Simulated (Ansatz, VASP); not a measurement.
## Ge in VASP and in Ansatz

File INCAR:

```
SYSTEM = Ge
PREC = Accurate
ENCUT = 520
EDIFF = 1E-6
ISMEAR = 0
SIGMA = 0.1
LREAL = .False.
LASPH = .True.
NELM = 60
ALGO = Normal
ISIF = 2
LWAVE = .False.
LCHARG = .False.
GGA = PS
NBANDS = 21
```

Contents of KPOINTS:

```
Automatic mesh
0
Gamma
  6 6 6
  0 0 0
```

POSCAR

```
Ge
1.0
    0.0000000000      3.0641784319      3.0641784319
    3.0641784319      0.0000000000      3.0641784319
    3.0641784319      3.0641784319      0.0000000000
Ge
2
Direct
    0.5000000000      0.5000000000      0.5000000000
    0.7500000000      0.7500000000      0.7500000000
```

Input for Ansatz:

```yaml
crystal:
  lattice:
    - [0.0, 3.0641784319, 3.0641784319]
    - [3.0641784319, 0.0, 3.0641784319]
    - [3.0641784319, 3.0641784319, 0.0]
  atoms:
    - { symbol: Ge, position: [0.5, 0.5, 0.5] }
    - { symbol: Ge, position: [0.75, 0.75, 0.75] }
basis:
  ecutwfc: 420
kpoints:
  mp_grid: { grid: [6, 6, 6] }
hamiltonian:
  xc: pbesol
scf:
  occupations: { method: gaussian, width: 0.1 }
output:
  forces: true
  stress: true
  eigenvalues: true
```

Alike in both runs: task single point; functional PBEsol; k mesh 6 × 6 × 6; occupations gaussian, width 0.1 eV; no spin polarisation.

```csv
,VASP,Ansatz
version,VASP 6.6.1,Ansatz 0.2.0
potentials or method,"VASP PAW PBE potentials, release 64 (Ge_d), cutoff 520 eV","scalar-relativistic, plane waves, PAW"
valence electrons in the cell,28,28
```

|  | VASP | Ansatz | Ansatz less VASP |
| --- | --- | --- | --- |
| gap on the k mesh at the Fermi level (eV) | none | none | - |
| pressure (GPa) | -8.8 | -8.7 | +0.05 |

VASP's potentials were made for PBE, not for PBEsol. A gap of «none» marks a metal or a gap that the smearing closes.
